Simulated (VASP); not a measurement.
# InP (zincblende type) (F-43m) in VASP: notebook

Runs on InP (zincblende type). Level: PBE. Tasks: single point, relaxation of cell and atoms.

Everything below comes from runs of VASP 6.6.1. Logs are shortened: lines on timing, memory, paths and dates and some standing lists are left out, and cuts for length are marked.

### Step 1. The cell of the first run

The structure is cubic, space group F-43m (No. 216). Conventional cell: a = 5.960 Å, b = 5.960 Å, c = 5.960 Å, α = 90.00°, β = 90.00°, γ = 90.00°. Within 3.4 Å of In (site symmetry -43m) lie 4 P at 2.58 Å. Within 3.4 Å of P (site symmetry -43m) lie 4 In at 2.58 Å.

### Step 2. Single point, PBE

INCAR

```
PREC     = Accurate       # precision mode
ENCUT    = 520            # plane-wave cutoff, eV
EDIFF    = 1E-7           # SCF threshold, eV
ISMEAR   = -1             # smearing method
SIGMA    = 0.1            # smearing width, eV
LREAL    = F              # projectors in reciprocal space
LASPH    = T              # aspherical terms in the spheres
NELM     = 100            # most SCF steps
ALGO     = Normal         # electronic algorithm
ISIF     = 2              # what is computed and relaxed
LWAVE    = F              # write WAVECAR
LCHARG   = F              # write CHGCAR
GGA      = PE             # functional
NBANDS   = 16             # bands
```

KPOINTS

```
regular mesh
0
Gamma
  11 11 11
```

POSCAR

```
InP
1.0
    0.0000000000      2.9799331641      2.9799331641
    2.9799331641      0.0000000000      2.9799331641
    2.9799331641      2.9799331641      0.0000000000
In P
1 1
Direct
    0.0000000000      0.0000000000      0.0000000000
    0.2500000000      0.2500000000      0.2500000000
```

Potentials or basis: VASP PAW PBE potentials, release 64 (In_d, P).

On the command line:

```bash
cat potpaw_PBE.64/In_d/POTCAR potpaw_PBE.64/P/POTCAR > POTCAR
mpirun -np 1 vasp_std > vasp.out
```

OUTCAR:

```text
PREC = Accurate
   ENCUT = 520
   EDIFF = 1E-7
   ISMEAR = -1
   LREAL = F
   LASPH = T
   NELM = 100
   ISIF = 2
   GGA = PE

 ion  position               nearest neighbor table
   1  0.000  0.000  0.000-   2 2.58   2 2.58   2 2.58   2 2.58
   2  0.250  0.250  0.250-   1 2.58   1 2.58   1 2.58   1 2.58

  LATTYP: Found a face centered cubic cell.
 ALAT       =     5.9598663282

  Lattice vectors:

 A1 = (   0.0000000000,   2.9799331641,   2.9799331641)
 A2 = (   2.9799331641,   0.0000000000,   2.9799331641)
 A3 = (   2.9799331641,   2.9799331641,   0.0000000000)

Analysis of symmetry for initial positions (statically):
=====================================================================
 Subroutine PRICEL returns:
 Original cell was already a primitive cell.

 Routine SETGRP: Setting up the symmetry group for a
 face centered cubic supercell.

 Subroutine GETGRP returns: Found 24 space group operations
 (whereof 24 operations were pure point group operations)
 out of a pool of 48 trial point group operations.

The static configuration has the point symmetry T_d .

Analysis of symmetry for dynamics (positions and initial velocities):
=====================================================================
 Subroutine PRICEL returns:
 Original cell was already a primitive cell.

 Routine SETGRP: Setting up the symmetry group for a
 face centered cubic supercell.

 Subroutine GETGRP returns: Found 24 space group operations
 (whereof 24 operations were pure point group operations)
 out of a pool of 48 trial point group operations.

The dynamic configuration has the point symmetry T_d .

 Subroutine INISYM returns: Found 24 space group operations
 (whereof 24 operations are pure point group operations),
 and found     1 'primitive' translations

----------------------------------------------------------------------------------------

                                     Primitive cell

  volume of cell :      52.9236

  direct lattice vectors                    reciprocal lattice vectors
     0.000000000  2.979933164  2.979933164    -0.167788998  0.167788998  0.167788998
     2.979933164  0.000000000  2.979933164     0.167788998 -0.167788998  0.167788998
     2.979933164  2.979933164  0.000000000     0.167788998  0.167788998 -0.167788998

  length of vectors
     4.214261896  4.214261896  4.214261896     0.290619070  0.290619070  0.290619070

  position of ions in fractional coordinates (direct lattice)
     0.000000000  0.000000000  0.000000000
     0.250000000  0.250000000  0.250000000

  ion indices of the primitive-cell ions
   primitive index   ion index
                 1           1
                 2           2

----------------------------------------------------------------------------------------

 KPOINTS: regular mesh

Automatic generation of k-mesh.
 Grid dimensions read from file:
 generate k-points for:   11   11   11

 Generating k-lattice:

  Cartesian coordinates                     Fractional coordinates (reciprocal lattice)
    -0.015253545  0.015253545  0.015253545     0.090909091  0.000000000  0.000000000
     0.015253545 -0.015253545  0.015253545     0.000000000  0.090909091  0.000000000
     0.015253545  0.015253545 -0.015253545     0.000000000  0.000000000  0.090909091

  Length of vectors
     0.026419915  0.026419915  0.026419915

  Shift w.r.t. Gamma in fractional coordinates (k-lattice)
     0.000000000  0.000000000  0.000000000

 Subroutine IBZKPT returns following result:
 ===========================================

 Found     56 irreducible k-points:

 Following reciprocal coordinates:
            Coordinates               Weight
  0.000000  0.000000  0.000000      1.000000
  0.090909  0.000000  0.000000      8.000000
  0.181818  0.000000  0.000000      8.000000
  0.272727  0.000000  0.000000      8.000000
  0.363636  0.000000  0.000000      8.000000
  0.454545  0.000000  0.000000      8.000000
[... 16 lines left out ...]
 -0.272727  0.181818  0.000000     24.000000
 -0.181818  0.181818  0.000000     12.000000
 [... further k-points ...]
   k-points           NKPTS =     56   k-points in BZ     NKDIM =     56   number of bands    NBANDS=     16
   number of dos      NEDOS =    301   number of ions     NIONS =      2
   total plane-waves  NPLWV =  32768
   dimension x,y,z NGX =    32 NGY =   32 NGZ =   32
   dimension x,y,z NGXF=    64 NGYF=   64 NGZF=   64
   ions per type =               1   1
   NGX,Y,Z   is equivalent  to a cutoff of  12.62, 12.62, 12.62 a.u.
   NGXF,Y,Z  is equivalent  to a cutoff of  25.25, 25.25, 25.25 a.u.
 SYSTEM =  unknown system
   PREC   = accura    normal or accurate (medium, high low for compatibility)
   ISTART =      0    job   : 0-new  1-cont  2-samecut
   ICHARG =      2    charge: 1-file 2-atom 10-const
   ISPIN  =      1    spin polarized calculation?
   LNONCOLLINEAR =      F non collinear calculations
   LSORBIT =      F    spin-orbit coupling
   LASPH  =      T    aspherical Exc in radial PAW
   ENCUT  =  520.0 eV  38.22 Ry    6.18 a.u.   7.84  7.84  7.84*2*pi/ulx,y,z
   NELM   =    100;   NELMIN=  2; NELMDL= -5     # of ELM steps
   EDIFF  = 0.1E-06   stopping-criterion for ELM
   LREAL  =      F    real-space projection
   EDIFFG = 0.1E-05   stopping-criterion for IOM
   NSW    =      0    number of steps for IOM
   IBRION =     -1    ionic relax: 0-MD 1-quasi-New 2-CG
   NFREE  =      0    steps in history (QN), initial steepest desc. (CG)
   ISIF   =      2    stress and relaxation
   ISYM   =      2    0-nonsym 1-usesym 2-fastsym
   POTIM  = 0.5000    time-step for ionic-motion
   TEBEG  =    0.0;   TEEND  =   0.0 temperature during run
   PSTRESS=    0.0 pullay stress
   NELECT =      18.0000    total number of electrons
   NUPDOWN=      -1.0000    fix difference up-down
   EMIN   =  10.00;   EMAX   =-10.00  energy-range for DOS
   EFERMI =   0.00;   METHOD = LEGACY
   ISMEAR =    -1;   SIGMA  =   0.10  broadening in eV -4-tet -1-fermi 0-gaus
   EFERMI_NEDOS =   21; number of points for ismear=-14 and -15
   IALGO  =     38    algorithm
   IMIX   =      4    mixing-type and parameters
     AMIX     =   0.40;   BMIX     =  1.00
     AMIX_MAG =   1.60;   BMIX_MAG =  1.00
  volume/ion in A,a.u.               =      26.46       178.57
  Fermi-wavevector in a.u.,A,eV,Ry     =   1.142745  2.159474 17.767372  1.305865
  Thomas-Fermi vector in A             =   2.279442
   LORBIT       =      0    0 simple, 1 ext, 2 COOP (PROOUT), +10 PAW based schemes
   GGA     = PE    functional components
   LHFCALC =     F    Hartree Fock is set to
   AEXX    =    0.0000 exact exchange contribution
   IVDW    =     0    specifies the selected vdW correction
   LEPSILON=     F    determine dielectric tensor
   LRPA    =     F    only Hartree local field effects (RPA)
 non-spin polarized calculation
  energy-cutoff  :      520.00
  volume of cell :       52.92
 maximum number of plane-waves:      1437
   NGX = 15   NGY = 15   NGZ = 15

 number of electron      18.0000005 magnetization

 Free energy of the ion-electron system (eV)
  ---------------------------------------------------
  ext. energy  EPLUGINS =         0.00000000
  ---------------------------------------------------
  free energy    TOTEN  =        -8.40839236 eV

  energy without entropy =       -8.40795558  energy(sigma->0) =       -8.40817397

 E-fermi :   5.0349     XC(G=0):  -9.0625

 val. band max:        4.6541682234   @ k =   0.0000   0.0000   0.0000
 cond. band min:       5.0925745845   @ k =   0.0000   0.0000   0.0000
 fundamental gap:      0.4384063612
 Fermi energy:         5.0349448589

 k-point     1 :       0.0000    0.0000    0.0000
  band No.  band energies     occupation
      1      -9.4395      2.00000
      2      -9.4395      2.00000
      3      -9.4395      2.00000
      4      -9.3110      2.00000
      5      -9.3110      2.00000
      6      -6.5312      2.00000
[... 8 lines left out ...]
     15      14.0229      0.00000
     16      14.0229      0.00000

 k-point     2 :       0.0909    0.0000    0.0000
  band No.  band energies     occupation
      1      -9.4478      2.00000
      2      -9.4361      2.00000
      3      -9.4361      2.00000
      4      -9.3110      2.00000
      5      -9.3110      2.00000
      6      -6.4436      2.00000
[... 8 lines left out ...]
     15      13.6158      0.00000
     16      13.6158      0.00000

 k-point     3 :       0.1818    0.0000    0.0000
  band No.  band energies     occupation
      1      -9.4694      2.00000
      2      -9.4274      2.00000
      3      -9.4274      2.00000
      4      -9.3103      2.00000
      5      -9.3103      2.00000
      6      -6.1899      2.00000
[... 8 lines left out ...]
     15      13.1892      0.00000
     16      13.9547      0.00000

 k-point     4 :       0.2727    0.0000    0.0000
  band No.  band energies     occupation
      1      -9.4966      2.00000
      2      -9.4176      2.00000
      3      -9.4176      2.00000
      4      -9.3079      2.00000
      5      -9.3079      2.00000
      6      -5.8024      2.00000
[... 8 lines left out ...]
     15      13.2775      0.00000
     16      13.5943      0.00000

 k-point     5 :       0.3636    0.0000    0.0000
  band No.  band energies     occupation
      1      -9.5208      2.00000
      2      -9.4104      2.00000
      3      -9.4104      2.00000
      4      -9.3036      2.00000
      5      -9.3036      2.00000
      6      -5.3566      2.00000
[... 8 lines left out ...]
     15      13.9612      0.00000
     16      13.9612      0.00000

 k-point     6 :       0.4545    0.0000    0.0000
  band No.  band energies     occupation
      1      -9.5348      2.00000
      2      -9.4071      2.00000
      3      -9.4071      2.00000
      4      -9.3001      2.00000
      5      -9.3001      2.00000
      6      -5.0189      2.00000
[... 8 lines left out ...]
     15      14.9318      0.00000
     16      14.9318      0.00000

 k-point     7 :       0.0909    0.0909    0.0000
  band No.  band energies     occupation
      1      -9.4543      2.00000
      2      -9.4328      2.00000
      3      -9.4328      2.00000
      4      -9.3136      2.00000
      5      -9.3087      2.00000
      6      -6.4145      2.00000
[... 8 lines left out ...]
     15      13.6637      0.00000
     16      14.0996      0.00000

 k-point     8 :       0.1818    0.0909    0.0000
  band No.  band energies     occupation
      1      -9.4724      2.00000
      2      -9.4256      2.00000
      3      -9.4241      2.00000
      4      -9.3158      2.00000
      5      -9.3063      2.00000
      6      -6.2162      2.00000
[... 8 lines left out ...]
     15      13.9017      0.00000
     16      14.4042      0.00000

 k-point     9 :       0.2727    0.0909    0.0000
  band No.  band energies     occupation
      1      -9.4960      2.00000
      2      -9.4174      2.00000
      3      -9.4138      2.00000
      4      -9.3159      2.00000
      5      -9.3034      2.00000
      6      -5.8719      2.00000
[... 8 lines left out ...]
     15      13.8626      0.00000
     16      14.3448      0.00000
[... 172 lines left out ...]
 k-point    19 :       0.3636    0.1818    0.0000
  band No.  band energies     occupation
      1      -9.5312      2.00000
      2      -9.3993      2.00000
      3      -9.3943      2.00000
      4      -9.3247      2.00000
      5      -9.2956      2.00000
      6      -5.3907      2.00000
[... 8 lines left out ...]
     15      14.7741      0.00000
     16      15.4219      0.00000

 k-point    20 :       0.4545    0.1818    0.0000
  band No.  band energies     occupation
      1      -9.5433      2.00000
      2      -9.3977      2.00000
      3      -9.3897      2.00000
      4      -9.3197      2.00000
      5      -9.2950      2.00000
      6      -4.9848      2.00000
[... 8 lines left out ...]
     15      15.3505      0.00000
     16      15.4666      0.00000

 k-point    21 :      -0.4545    0.1818    0.0000
  band No.  band energies     occupation
      1      -9.5464      2.00000
      2      -9.3985      2.00000
      3      -9.3895      2.00000
      4      -9.3128      2.00000
      5      -9.2987      2.00000
      6      -4.7604      2.00000
[... 8 lines left out ...]
     15      14.7477      0.00000
     16      15.5026      0.00000

 k-point    22 :      -0.3636    0.1818    0.0000
  band No.  band energies     occupation
      1      -9.5399      2.00000
      2      -9.4005      2.00000
      3      -9.3934      2.00000
      4      -9.3070      2.00000
      5      -9.3057      2.00000
      6      -4.8859      2.00000
[... 8 lines left out ...]
     15      14.1399      0.00000
     16      15.5169      0.00000

 k-point    23 :      -0.2727    0.1818    0.0000
  band No.  band energies     occupation
      1      -9.5252      2.00000
      2      -9.4038      2.00000
      3      -9.4017      2.00000
      4      -9.3124      2.00000
      5      -9.3041      2.00000
      6      -5.2594      2.00000
[... 8 lines left out ...]
     15      14.9625      0.00000
     16      15.7224      0.00000

 k-point    24 :      -0.1818    0.1818    0.0000
  band No.  band energies     occupation
      1      -9.5055      2.00000
      2      -9.4130      2.00000
      3      -9.4093      2.00000
      4      -9.3151      2.00000
      5      -9.3040      2.00000
      6      -5.6723      2.00000
[... 8 lines left out ...]
     15      14.2906      0.00000
     16      15.5508      0.00000

 [... further k-points ...]
[... 5 lines left out ...]
  --------------------------------------------------------------------------------------
  -------------------------------------------------------------------------------------
  Total       -0.0149907     -0.0149907     -0.0149907      0.0000000      0.0000000      0.0000000
  in kB       -0.4538200     -0.4538200     -0.4538200      0.0000000      0.0000000      0.0000000
  external PRESSURE =      -0.4538200 kB  Pullay stress =       0.0000000 kB

 VOLUME and BASIS-vectors are now :
 -----------------------------------------------------------------------------
  energy-cutoff  :      520.00
  volume of cell :       52.92
      direct lattice vectors                 reciprocal lattice vectors
     0.000000000  2.979933164  2.979933164    -0.167788998  0.167788998  0.167788998
     2.979933164  0.000000000  2.979933164     0.167788998 -0.167788998  0.167788998
     2.979933164  2.979933164  0.000000000     0.167788998  0.167788998 -0.167788998

 POSITION                                       TOTAL-FORCE (eV/Angst)
 -----------------------------------------------------------------------------------
      0.00000      0.00000      0.00000        -0.000000     -0.000000      0.000000
      1.48997      1.48997      1.48997         0.000000      0.000000     -0.000000
 -----------------------------------------------------------------------------------
    total drift:                               -0.000000     -0.000000     -0.000000

  FREE ENERGIE OF THE ION-ELECTRON SYSTEM (eV)
  ---------------------------------------------------
  free  energy   TOTEN  =        -8.4083923592 eV

  energy  without entropy=       -8.4079555806  energy(sigma->0) =       -8.40817397
```

Run time: 19 s. Hardware: 1 thread of Intel Xeon 6975P-C (Granite Rapids), shared host; peak memory 0.2 GiB.

What came out:

| Quantity | Value |
| --- | --- |
| Free energy | -8.4084 eV |
| Pressure | 0.0 GPa |
| Band gap on the k mesh | 0.44 eV |

Caveat: spin-orbit coupling is left out, which moves the levels of the heavy elements.

[end of part 1 of 2]
